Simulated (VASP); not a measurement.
Te6Mo3H (a cell with a defect), 10 atoms in the cell. The cell holds a defect, 10 atoms: a = 3.433 Å, b = 3.433 Å, c = 20.770 Å, α = 90.00°, β = 90.00°, γ = 120.00°. 

```yaml
Program: VASP 6.6.1
Task: single point
Functional: PBEsol
Dispersion: D3(BJ)
Potentials_or_basis: VASP PAW PBE potentials, release 64 (Te, Mo_sv, H)
Cutoff: 400 eV
k_mesh: 9 × 9 × 2
Occupations: gaussian, width 0.05 eV
Spin: no spin polarisation
Dipole_correction: no
Further_INCAR_settings: ALGO = Normal; EDIFF = 1e-06; NBANDS = 50
```

Potentials or basis: VASP PAW PBE potentials, release 64 (Te, Mo_sv, H).

The run is started by

```sh
$ cat potpaw_PBE.64/Te/POTCAR potpaw_PBE.64/Mo_sv/POTCAR potpaw_PBE.64/H/POTCAR > POTCAR
$ mpirun -np 1 vasp_std > vasp.out
```

Hardware: 1 thread of Intel(R) Xeon(R) 6975P-C (Granite Rapids), on a shared host.

Question: How long does it take, and how much memory?

Answer: It took 11 min on 1 thread of Intel(R) Xeon(R) 6975P-C (Granite Rapids), with other jobs on the host, peak memory 0.59 GiB. Counts: scf iterations 28, k points 82.
